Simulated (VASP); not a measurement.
# Au in VASP: notebook, part 2 of 2

VASP 6.6.1. Earlier steps stand in the parts before.

## (4) Single point, PBE

This run uses another cell than the first one.

The input, INCAR:

```
PREC     = Accurate       # precision mode
ENCUT    = 520            # plane-wave cutoff, eV
EDIFF    = 1E-6           # SCF threshold, eV
ISMEAR   = 0              # smearing method
SIGMA    = 0.1            # smearing width, eV
LREAL    = F              # projectors in reciprocal space
LASPH    = T              # aspherical terms in the spheres
NELM     = 100            # most SCF steps
ALGO     = Normal         # electronic algorithm
ISIF     = 2              # what is computed and relaxed
LWAVE    = F              # write WAVECAR
LCHARG   = F              # write CHGCAR
LDIPOL   = T            
IDIPOL   = 3            
DIPOL    = 0.5 0.5 0.282
GGA      = PE             # functional
NBANDS   = 18             # bands
```

The input, KPOINTS:

```
Automatic mesh
0
Gamma
  20 20 1
```

The input, POSCAR:

```
Au
1.0
    2.7486545814      0.0000000000      0.0000000000
    0.0000000000      2.7486545814      0.0000000000
    0.0000000000      0.0000000000     28.3324991076
Au
2
Direct
    0.0000000000      0.5000000000      0.2419717425
    0.5000000000      0.0000000000      0.3227507671
```

Potentials or basis: VASP PAW PBE potentials, release 64 (Au).

Started as:

```bash
> cat potpaw_PBE.64/Au/POTCAR > POTCAR
> mpirun -np 1 vasp_std > vasp.out
```

OUTCAR:

```text
PREC = Accurate
   ENCUT = 520
   EDIFF = 1E-6
   ISMEAR = 0
   LREAL = F
   LASPH = T
   NELM = 100
   ISIF = 2
   GGA = PE

 ion  position               nearest neighbor table
   1  0.000  0.500  0.242-   2 3.00   2 3.00   2 3.00   2 3.00
   2  0.500  0.000  0.323-   1 3.00   1 3.00   1 3.00   1 3.00

  LATTYP: Found a simple tetragonal cell.
 ALAT       =     2.7486545814
 C/A-ratio  =    10.3077699538

  Lattice vectors:

 A1 = (   2.7486545814,   0.0000000000,   0.0000000000)
 A2 = (   0.0000000000,   2.7486545814,   0.0000000000)
 A3 = (   0.0000000000,   0.0000000000,  28.3324991076)

Analysis of symmetry for initial positions (statically):
=====================================================================
 Subroutine PRICEL returns:
 Original cell was already a primitive cell.

 Routine SETGRP: Setting up the symmetry group for a
 simple tetragonal supercell.

 Subroutine GETGRP returns: Found 16 space group operations
 (whereof  4 operations were pure point group operations)
 out of a pool of 16 trial point group operations.

The static configuration has the point symmetry C_2v.
 The point group associated with its full space group is D_4h.

Analysis of symmetry for dynamics (positions and initial velocities):
=====================================================================
 Subroutine PRICEL returns:
 Original cell was already a primitive cell.

 Routine SETGRP: Setting up the symmetry group for a
 simple tetragonal supercell.

 Subroutine GETGRP returns: Found 16 space group operations
 (whereof  4 operations were pure point group operations)
 out of a pool of 16 trial point group operations.

The dynamic configuration has the point symmetry C_2v.
 The point group associated with its full space group is D_4h.

 Subroutine INISYM returns: Found 16 space group operations
 (whereof  4 operations are pure point group operations),
 and found     1 'primitive' translations
[... 117 lines left out ...]
  Fermi-wavevector in a.u.,A,eV,Ry     =   0.766845  1.449126  8.000913  0.588051
  Thomas-Fermi vector in A             =   1.867272
   LORBIT       =      0    0 simple, 1 ext, 2 COOP (PROOUT), +10 PAW based schemes
   GGA     = PE    functional components
   LHFCALC =     F    Hartree Fock is set to
   AEXX    =    0.0000 exact exchange contribution
   IVDW    =     0    specifies the selected vdW correction
   LEPSILON=     F    determine dielectric tensor
   LRPA    =     F    only Hartree local field effects (RPA)
 non-spin polarized calculation
 Gauss-broadening in eV      SIGMA  =   0.10
  energy-cutoff  :      520.00
  volume of cell :      214.05
 maximum number of plane-waves:      5808
   NGX = 11   NGY = 11   NGZ =105

 dipolmoment           0.000000      0.000000      0.000011 electrons x Angstroem

 number of electron      21.9999995 magnetization

 dipolmoment           0.000000      0.000000     -0.000008 electrons x Angstroem

 Free energy of the ion-electron system (eV)
  ---------------------------------------------------
  ext. energy  EPLUGINS =         0.00000000
  ---------------------------------------------------
  free energy    TOTEN  =        -5.65768701 eV

  energy without entropy =       -5.65370538  energy(sigma->0) =       -5.65569619

 E-fermi :  -3.1482     XC(G=0):  -2.6484

 val. band max:       -3.1837898453   @ k =   0.4000   0.2500   0.0000
 cond. band min:      -3.1284356973   @ k =   0.4500   0.0500   0.0000
 fundamental gap:      0.0553541480
 Fermi energy:        -3.1481644555

 k-point     1 :       0.0000    0.0000    0.0000
  band No.  band energies     occupation
      1     -10.9466      2.00000
      2      -9.4377      2.00000
      3      -8.9564      2.00000
      4      -8.3549      2.00000
      5      -6.7589      2.00000
      6      -5.8800      2.00000
[... 481 lines left out ...]
      5      -6.6971      2.00000
      6      -6.6898      2.00000
[... 10 lines left out ...]
     17       3.7591      0.00000
     18       4.6274      0.00000

 [... further k-points ...]

------------------------ aborting loop because EDIFF is reached ----------------------------------------

 vacuum level on the upper side and lower side of the slab       (xc-potential included)        -0.186        -0.198

  FORCE on cell =-STRESS in cart. coord.  units (eV):
  Direction    XX          YY          ZZ          XY          YZ          ZX
  --------------------------------------------------------------------------------------
  -------------------------------------------------------------------------------------
  Total       -0.0551074     -0.0551074     -0.0408999      0.0000000      0.0000000      0.0000000
  in kB       -0.4124726     -0.4124726     -0.3061312      0.0000000      0.0000000      0.0000000
  external PRESSURE =      -0.3770255 kB  Pullay stress =       0.0000000 kB

 VOLUME and BASIS-vectors are now :
 -----------------------------------------------------------------------------
  energy-cutoff  :      520.00
  volume of cell :      214.05
      direct lattice vectors                 reciprocal lattice vectors
     2.748654581  0.000000000  0.000000000     0.363814357  0.000000000  0.000000000
     0.000000000  2.748654581  0.000000000     0.000000000  0.363814357  0.000000000
     0.000000000  0.000000000 28.332499108     0.000000000  0.000000000  0.035295157

 POSITION                                       TOTAL-FORCE (eV/Angst)
 -----------------------------------------------------------------------------------
      0.00000      1.37433      6.85566        -0.000000      0.000000      0.005910
      1.37433      0.00000      9.14434         0.000000     -0.000000     -0.005910
 -----------------------------------------------------------------------------------
    total drift:                               -0.000000      0.000000     -0.000156

  FREE ENERGIE OF THE ION-ELECTRON SYSTEM (eV)
  ---------------------------------------------------
  free  energy   TOTEN  =        -5.6576870129 eV

  energy  without entropy=       -5.6537053759  energy(sigma->0) =       -5.65569619

 vacuum level on the upper side and lower side of the slab         2.128         2.121
```

stdout:

```text
POSCAR found type information on POSCAR Au
 POSCAR found :  1 types and       2 ions
 scaLAPACK will be used
 LDA part: xc-table for (Slater+PW92), standard interpolation
 POSCAR, INCAR and KPOINTS ok, starting setup
 FFT: planning ... GRIDC
 FFT: planning ... GRID_SOFT
 FFT: planning ... GRID
 WAVECAR not read
 entering main loop
```

It took 2.1 min on 1 thread of Intel Xeon 6975P-C (Granite Rapids), shared host; peak memory 0.4 GiB.

Results:

```yaml
Free_energy: -5.6577 eV
Largest_force: 0.006 eV/Å
Band_gap_on_the_k_mesh: zero (bands 11 and 12 overlap by 5.87 eV)
```

Forces in eV/Å, atoms in the order of the input:
```
Au   0.000  0.000  0.006
Au   0.000  0.000 -0.006
```

Caveat: spin-orbit coupling is left out, which moves the levels of the heavy elements.
